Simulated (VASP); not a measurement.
Input of a VASP 6.6.1 run:

INCAR

```
SYSTEM = CuI3
ALGO = Normal
EDIFF = 1E-7
EDIFFG = -0.01
ENCUT = 600
GGA = PE
IBRION = 2
ISIF = 3
ISMEAR = 0
LASPH = .True.
LCHARG = .False.
LREAL = .False.
LWAVE = .False.
NELM = 100
NSW = 100
PREC = Accurate
SIGMA = 0.1
```

Contents of KPOINTS:

```
k-points
0
Gamma
  10 10 10
  0 0 0
```

The input POSCAR:

```
CuI3
1.0
    5.0723736437      0.0000000000      0.0000000000
    0.0000000000      5.0723736437      0.0000000000
    0.0000000000      0.0000000000      5.0723736437
Cu I
1 3
Direct
    0.0000000000      0.0000000000      0.0000000000
    0.0000000000      0.5000000000      0.5000000000
    0.5000000000      0.0000000000      0.5000000000
    0.5000000000      0.5000000000      0.0000000000
```

Potentials or basis: VASP PAW PBE potentials, release 64 (Cu, I).

Launch:

```console
$ cat potpaw_PBE.64/Cu/POTCAR potpaw_PBE.64/I/POTCAR > POTCAR
$ mpirun -np 1 vasp_std > vasp.out
```

**Question.** Estimate the band gap on the k mesh.

**Answer.** Zero (band 16 reaches 4.51 eV, above the bottom of band 17 at 3.93 eV).

Final structure:
```xyz
4
Lattice="5.0724 0.0000 0.0000 0.0000 5.0724 0.0000 0.0000 0.0000 5.0724" Properties=species:S:1:pos:R:3 pbc="T T T"
Cu    0.0000    0.0000    0.0000
I     0.0000    2.5362    2.5362
I     2.5362    0.0000    2.5362
I     2.5362    2.5362    0.0000
```

Caveat: the relaxation stopped at its first step, so nothing moved; spin-orbit coupling is left out, which moves the levels of the heavy elements; semilocal functionals often make such compounds metallic where correlation or magnetic order opens a gap, which also shifts bond lengths.
